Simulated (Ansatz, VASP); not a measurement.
One calculation of In, two programs

```
In
1.0
     3.43555    0.00000    0.00000
    -1.71777    2.97527    0.00000
     0.00000    0.00000    5.67442
In
2
Direct
  0.33333 0.66667 0.25000
  0.66667 0.33333 0.75000
```

Change from the starting cell: strain +0.030 along x and y, +0.030 along z, atoms carried along.

Alike in both runs: task single point; functional PBE; dispersion D3(BJ); k mesh 18 × 18 × 10; occupations gaussian, width 0.15 eV; no spin polarisation.

```csv
,VASP,Ansatz
version,VASP 6.6.1,Ansatz 0.2.0
potentials or method,"VASP PAW PBE potentials, release 64 (In_d), cutoff 520 eV","scalar-relativistic, plane waves, PAW"
valence electrons in the cell,26,26
```

|  | VASP | Ansatz | Ansatz less VASP |
| --- | --- | --- | --- |
| gap on the k mesh at the Fermi level (eV) | none | none | - |
| pressure (GPa) | -3.1 | -3.1 | +0.07 |
| traceless stress, the component that is largest in VASP (GPa) | -0.24 | -0.24 | +0.002 |

A gap of «none» marks a metal or a gap that the smearing closes.
